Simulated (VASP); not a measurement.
# Ca2CO3 in VASP: single point with PBE

Aim: the single point of Ca2CO3 with PBE.

Program: VASP 6.6.1. These are calculated values, not measurements. Logs are shortened: lines on timing, memory, paths and dates and some standing lists are left out, and cuts for length are marked.

**1. The cell of the first run**

The cell holds a slab with vacuum, 6 atoms: a = 3.416 Å, b = 3.416 Å, c = 20.942 Å, α = 90.00°, β = 90.00°, γ = 120.00°.

**2. Single point, PBE**

Contents of INCAR:

```
PREC     = Accurate       # precision mode
ENCUT    = 520            # plane-wave cutoff, eV
EDIFF    = 1E-6           # SCF threshold, eV
ISMEAR   = 0              # smearing method
SIGMA    = 0.05           # smearing width, eV
LREAL    = False          # projectors in reciprocal space
LASPH    = True           # aspherical terms in the spheres
NELM     = 60             # most SCF steps
ALGO     = Normal         # electronic algorithm
ISIF     = 2              # what is computed and relaxed
LWAVE    = False          # write WAVECAR
LCHARG   = False          # write CHGCAR
LDIPOL   = True         
IDIPOL   = 3            
DIPOL    = 0.5 0.5 0.375
GGA      = PE             # functional
NBANDS   = 30             # bands
```

Contents of KPOINTS:

```
regular mesh
0
Gamma
  9 9 1
```

Contents of POSCAR:

```
Ca2CO3
1.0
    3.4159757625      0.0000000000      0.0000000000
   -1.7079878813      2.9583217891      0.0000000000
    0.0000000000      0.0000000000     20.9417418578
O Ca C
3 2 1
Direct
    0.3333333333      0.6666666667      0.1910060790
    0.0000000000      0.0000000000      0.3481585139
    0.8333333333      1.0000000000      0.5554363571
    0.6666666667      0.3333333333      0.2575987376
    0.3333333333      0.6666666667      0.3959432751
    0.8333333333      1.0000000000      0.5002472371
```

Potentials or basis: VASP PAW PBE potentials, release 64 (O, Ca_sv, C).

Run with:

```bash
cat potpaw_PBE.64/O/POTCAR potpaw_PBE.64/Ca_sv/POTCAR potpaw_PBE.64/C/POTCAR > POTCAR
mpirun -np 1 vasp_std > vasp.out
```

OUTCAR:

```text
PREC = Accurate
   ENCUT = 520
   EDIFF = 1E-6
   ISMEAR = 0
   LREAL = False
   LASPH = True
   NELM = 60
   ISIF = 2
   GGA = PE

 ion  position               nearest neighbor table
   1  0.333  0.667  0.191-   4 2.42   4 2.42   4 2.42
   2  0.000  0.000  0.348-   5 2.21   5 2.21   5 2.21
   3  0.833  0.000  0.555-   6 1.16
   4  0.667  0.333  0.258-   1 2.42   1 2.42   1 2.42
   5  0.333  0.667  0.396-   2 2.21   2 2.21   2 2.21
   6  0.833  0.000  0.500-   3 1.16

  LATTYP: Found a hexagonal cell.
 ALAT       =     3.4159757625
 C/A-ratio  =     6.1305299902

  Lattice vectors:

 A1 = (   3.4159757625,   0.0000000000,   0.0000000000)
 A2 = (  -1.7079878813,   2.9583217891,   0.0000000000)
 A3 = (   0.0000000000,   0.0000000000,  20.9417418578)

Analysis of symmetry for initial positions (statically):
=====================================================================
 Subroutine PRICEL returns:
 Original cell was already a primitive cell.

 Routine SETGRP: Setting up the symmetry group for a
 hexagonal supercell.

 Subroutine GETGRP returns: Found  1 space group operations
 (whereof  1 operations were pure point group operations)
 out of a pool of 24 trial point group operations.

The static configuration has the point symmetry C_1 .

Analysis of symmetry for dynamics (positions and initial velocities):
=====================================================================
 Subroutine PRICEL returns:
 Original cell was already a primitive cell.

 Routine SETGRP: Setting up the symmetry group for a
 hexagonal supercell.

 Subroutine GETGRP returns: Found  1 space group operations
 (whereof  1 operations were pure point group operations)
 out of a pool of 24 trial point group operations.

The dynamic configuration has the point symmetry C_1 .

 Subroutine INISYM returns: Found  1 space group operations
 (whereof  1 operations are pure point group operations),
 and found     1 'primitive' translations

----------------------------------------------------------------------------------------

                                     Primitive cell

  volume of cell :     211.6279

  direct lattice vectors                    reciprocal lattice vectors
     3.415975763  0.000000000  0.000000000     0.292742124  0.169014744  0.000000000
    -1.707987881  2.958321789  0.000000000     0.000000000  0.338029488  0.000000000
     0.000000000  0.000000000 20.941741858     0.000000000  0.000000000  0.047751520

  length of vectors
     3.415975763  3.415975763 20.941741858     0.338029488  0.338029488  0.047751520

  position of ions in fractional coordinates (direct lattice)
     0.333333333  0.666666667  0.191006079
     0.000000000  0.000000000  0.348158514
     0.833333333  0.000000000  0.555436357
     0.666666667  0.333333333  0.257598738
     0.333333333  0.666666667  0.395943275
     0.833333333  0.000000000  0.500247237

  ion indices of the primitive-cell ions
   primitive index   ion index
                 1           1
                 2           2
                 3           3
                 4           4
                 5           5
                 6           6

----------------------------------------------------------------------------------------

 KPOINTS: regular mesh

Automatic generation of k-mesh.
 Grid dimensions read from file:
 generate k-points for:    9    9    1

 Generating k-lattice:

  Cartesian coordinates                     Fractional coordinates (reciprocal lattice)
     0.032526903  0.018779416  0.000000000     0.111111111  0.000000000  0.000000000
     0.000000000  0.037558832  0.000000000     0.000000000  0.111111111  0.000000000
     0.000000000  0.000000000  0.047751520     0.000000000  0.000000000  1.000000000

  Length of vectors
     0.037558832  0.037558832  0.047751520

  Shift w.r.t. Gamma in fractional coordinates (k-lattice)
     0.000000000  0.000000000  0.000000000

 Subroutine IBZKPT returns following result:
 ===========================================

 Found     41 irreducible k-points:

 Following reciprocal coordinates:
            Coordinates               Weight
  0.000000  0.000000  0.000000      1.000000
  0.111111  0.000000  0.000000      2.000000
  0.000000  0.111111  0.000000      2.000000
 -0.111111  0.111111  0.000000      2.000000
  0.222222  0.000000  0.000000      2.000000
  0.000000  0.222222  0.000000      2.000000
[... 16 lines left out ...]
  0.333333  0.111111  0.000000      2.000000
 -0.111111  0.444444  0.000000      2.000000
 [... further k-points ...]
   k-points           NKPTS =     41   k-points in BZ     NKDIM =     41   number of bands    NBANDS=     30
   number of dos      NEDOS =    301   number of ions     NIONS =      6
   total plane-waves  NPLWV = 125440
   dimension x,y,z NGX =    28 NGY =   28 NGZ =  160
   dimension x,y,z NGXF=    56 NGYF=   56 NGZF=  320
   ions per type =               3   2   1
   NGX,Y,Z   is equivalent  to a cutoff of  13.63, 13.63, 12.70 a.u.
   NGXF,Y,Z  is equivalent  to a cutoff of  27.25, 27.25, 25.40 a.u.
 SYSTEM =  unknown system
   PREC   = accura    normal or accurate (medium, high low for compatibility)
   ISTART =      0    job   : 0-new  1-cont  2-samecut
   ICHARG =      2    charge: 1-file 2-atom 10-const
   ISPIN  =      1    spin polarized calculation?
   LNONCOLLINEAR =      F non collinear calculations
   LSORBIT =      F    spin-orbit coupling
   LASPH  =      T    aspherical Exc in radial PAW
   ENCUT  =  520.0 eV  38.22 Ry    6.18 a.u.   6.35  6.35 38.94*2*pi/ulx,y,z
   NELM   =     60;   NELMIN=  2; NELMDL= -5     # of ELM steps
   EDIFF  = 0.1E-05   stopping-criterion for ELM
   LREAL  =      F    real-space projection
   EDIFFG = 0.1E-04   stopping-criterion for IOM
   NSW    =      0    number of steps for IOM
   IBRION =     -1    ionic relax: 0-MD 1-quasi-New 2-CG
   NFREE  =      0    steps in history (QN), initial steepest desc. (CG)
   ISIF   =      2    stress and relaxation
   ISYM   =      2    0-nonsym 1-usesym 2-fastsym
   POTIM  = 0.5000    time-step for ionic-motion
   TEBEG  =    0.0;   TEEND  =   0.0 temperature during run
   PSTRESS=    0.0 pullay stress
   NELECT =      42.0000    total number of electrons
   NUPDOWN=      -1.0000    fix difference up-down
   EMIN   =  10.00;   EMAX   =-10.00  energy-range for DOS
   EFERMI =   0.00;   METHOD = LEGACY
   ISMEAR =     0;   SIGMA  =   0.05  broadening in eV -4-tet -1-fermi 0-gaus
   EFERMI_NEDOS =   21; number of points for ismear=-14 and -15
   IALGO  =     38    algorithm
   IMIX   =      4    mixing-type and parameters
     AMIX     =   0.40;   BMIX     =  1.00
     AMIX_MAG =   1.60;   BMIX_MAG =  1.00
  volume/ion in A,a.u.               =      35.27       238.02
  Fermi-wavevector in a.u.,A,eV,Ry     =   0.954920  1.804537 12.406771  0.911872
  Thomas-Fermi vector in A             =   2.083710
   LORBIT       =      0    0 simple, 1 ext, 2 COOP (PROOUT), +10 PAW based schemes
   GGA     = PE    functional components
   LHFCALC =     F    Hartree Fock is set to
   AEXX    =    0.0000 exact exchange contribution
   IVDW    =     0    specifies the selected vdW correction
   LEPSILON=     F    determine dielectric tensor
   LRPA    =     F    only Hartree local field effects (RPA)
 non-spin polarized calculation
 Gauss-broadening in eV      SIGMA  =   0.05
  energy-cutoff  :      520.00
  volume of cell :      211.63
 maximum number of plane-waves:      5721
 NGX is ok and might be reduce to    28
   NGX = 13   NGY = 13   NGZ = 77

 dipolmoment           0.000000      0.000000      0.037467 electrons x Angstroem

 number of electron      41.9999997 magnetization

 dipolmoment           0.000000      0.000000     -0.245731 electrons x Angstroem

 Free energy of the ion-electron system (eV)
  ---------------------------------------------------
  ext. energy  EPLUGINS =         0.00000000
  ---------------------------------------------------
  free energy    TOTEN  =       -36.10693513 eV

  energy without entropy =      -36.09535750  energy(sigma->0) =      -36.10114632

 E-fermi :  -2.9356     XC(G=0):  -4.6235

 val. band max:       -2.9434413999   @ k =  -0.3333   0.3333   0.0000
 cond. band min:      -2.9355553861   @ k =  -0.1111   0.4444   0.0000
 fundamental gap:      0.0078860138
 Fermi energy:        -2.9355630423

 k-point     1 :       0.0000    0.0000    0.0000
  band No.  band energies     occupation
      1     -43.3333      2.00000
      2     -42.1350      2.00000
      3     -27.6338      2.00000
      4     -24.7344      2.00000
      5     -24.2079      2.00000
      6     -24.1960      2.00000
[... 22 lines left out ...]
     29       1.8205      0.00000
     30       2.7150      0.00000

 k-point     2 :       0.1111    0.0000    0.0000
  band No.  band energies     occupation
      1     -43.3253      2.00000
      2     -42.1284      2.00000
      3     -27.6217      2.00000
      4     -24.7283      2.00000
      5     -24.2808      2.00000
      6     -24.2216      2.00000
[... 22 lines left out ...]
     29       2.0050      0.00000
     30       2.7365      0.00000

 k-point     3 :       0.0000    0.1111    0.0000
  band No.  band energies     occupation
      1     -43.3253      2.00000
      2     -42.1284      2.00000
      3     -27.6218      2.00000
      4     -24.7295      2.00000
      5     -24.2855      2.00000
      6     -24.2155      2.00000
[... 682 lines left out ...]
     29       3.1403      0.00000
     30       3.5610      0.00000

 k-point    24 :      -0.1111    0.4444    0.0000
  band No.  band energies     occupation
      1     -43.2702      2.00000
      2     -42.0829      2.00000
      3     -27.5384      2.00000
      4     -24.9846      2.00000
      5     -24.4354      2.00000
      6     -24.3490      2.00000
[... 22 lines left out ...]
     29       3.0343      0.00000
     30       3.5662      0.00000

 [... further k-points ...]

------------------------ aborting loop because EDIFF is reached ----------------------------------------

 vacuum level on the upper side and lower side of the slab       (xc-potential included)        -2.153         2.137

  FORCE on cell =-STRESS in cart. coord.  units (eV):
  Direction    XX          YY          ZZ          XY          YZ          ZX
  --------------------------------------------------------------------------------------
  -------------------------------------------------------------------------------------
  Total        1.0916334      1.0346010     -3.2291768     -0.0869656      0.2371042      0.0717643
  in kB        8.2644584      7.8326816    -24.4472157     -0.6583928      1.7950508      0.5433079
  external PRESSURE =      -2.7833586 kB  Pullay stress =       0.0000000 kB

 VOLUME and BASIS-vectors are now :
 -----------------------------------------------------------------------------
  energy-cutoff  :      520.00
  volume of cell :      211.63
      direct lattice vectors                 reciprocal lattice vectors
     3.415975763  0.000000000  0.000000000     0.292742124  0.169014744  0.000000000
    -1.707987881  2.958321789  0.000000000     0.000000000  0.338029488  0.000000000
     0.000000000  0.000000000 20.941741858     0.000000000  0.000000000  0.047751520

 POSITION                                       TOTAL-FORCE (eV/Angst)
 -----------------------------------------------------------------------------------
     -0.00000      1.97221      4.00000         0.001420     -0.000489      3.018641
      0.00000      0.00000      7.29105         0.067183     -0.022570     -0.570902
      2.84665      0.00000     11.63180         0.090678      0.046551      0.818538
      1.70799      0.98611      5.39457        -0.000636      0.000654     -2.849272
     -0.00000      1.97221      8.29174        -0.084881     -0.051209      0.389050
      2.84665      0.00000     10.47605        -0.073764      0.027064     -0.806055
 -----------------------------------------------------------------------------------
    total drift:                               -0.000442      0.000061      0.000410

  FREE ENERGIE OF THE ION-ELECTRON SYSTEM (eV)
  ---------------------------------------------------
  free  energy   TOTEN  =       -36.1069351286 eV

  energy  without entropy=      -36.0953575041  energy(sigma->0) =      -36.10114632

 vacuum level on the upper side and lower side of the slab         2.101         6.503
```

It took 8.4 min on 1 thread of AMD EPYC 7R13 (Zen 3), shared host; peak memory 0.46 GiB.

What came out:

```yaml
Free_energy: -36.1069 eV
Largest_force: 3.019 eV/Å
Band_gap_on_the_k_mesh: zero (bands 21 and 22 overlap by 0.20 eV)
```

Forces in eV/Å, atoms in the order of the input:
```
O    0.001  0.000  3.019
O    0.067 -0.023 -0.571
O    0.091  0.047  0.819
Ca  -0.001  0.001 -2.849
Ca  -0.085 -0.051  0.389
C   -0.074  0.027 -0.806
```

Levels at points of the mesh, in eV from the Fermi level:
```
           k point  band 18  band 19  band 20  band 21  band 22  band 23  band 24  band 25
(0.00, 0.00, 0.00)    -3.45    -0.76     0.07     0.07     2.14     2.41     2.58     4.06
```
